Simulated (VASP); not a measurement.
Wanted: the native input for a VASP 6.6.1 run.

```yaml
Task: single point
Functional: PBE
Potentials_or_basis: VASP PAW PBE potentials, release 64 (Ba_sv, F)
Cutoff: 600 eV
k_mesh: 6 × 6 × 6
Occupations: gaussian, width 0.05 eV
Spin: no spin polarisation
Dipole_correction: no
Further_INCAR_settings: ALGO = Normal; EDIFF = 1e-06; NBANDS = 19
```

The structure of BaF2 lies in POSCAR:

```
BaF2
1.0
    0.0000000000      3.3480540000      3.3480540000
    3.3480540000      0.0000000000      3.3480540000
    3.3480540000      3.3480540000      0.0000000000
Ba F
1 2
Direct
    0.0000000000      0.0000000000      0.0000000000
    0.2500000000      0.2500000000      0.2500000000
    0.7500000000      0.7500000000      0.7500000000
```

This cell differs from its parent crystal: strain +0.080 along x and y, +0.080 along z.

These files were run (other wordings do the same):

INCAR

```
PREC     = Accurate       # precision mode
ENCUT    = 600            # plane-wave cutoff, eV
EDIFF    = 1E-6           # SCF threshold, eV
ISMEAR   = 0              # smearing method
SIGMA    = 0.05           # smearing width, eV
LREAL    = F              # projectors in reciprocal space
LASPH    = T              # aspherical terms in the spheres
NELM     = 120            # most SCF steps
ALGO     = Normal         # electronic algorithm
ISIF     = 2              # what is computed and relaxed
LWAVE    = F              # write WAVECAR
LCHARG   = F              # write CHGCAR
GGA      = PE             # functional
NBANDS   = 19             # bands
GGA_COMPAT= F
```

KPOINTS

```
Automatic mesh
0
Gamma
  6 6 6
```

Potentials or basis: VASP PAW PBE potentials, release 64 (Ba_sv, F).

The run is started by

```sh
$ cat potpaw_PBE.64/Ba_sv/POTCAR potpaw_PBE.64/F/POTCAR > POTCAR
$ mpirun -np 1 vasp_std > vasp.out
```

Results of the run:

```json
{
  "Pressure": "-6.6 GPa",
  "Band gap on the k mesh": "5.77 eV, indirect (least direct gap 5.78 eV)"
}
```

Caveat: the cell differs from its parent crystal (strain +0.080 along x and y, +0.080 along z); spin-orbit coupling is left out, which moves the levels of the heavy elements.

Wall time 69 s on 1 thread of AMD EPYC 7R13, with other jobs on the host, peak memory 0.21 GiB.
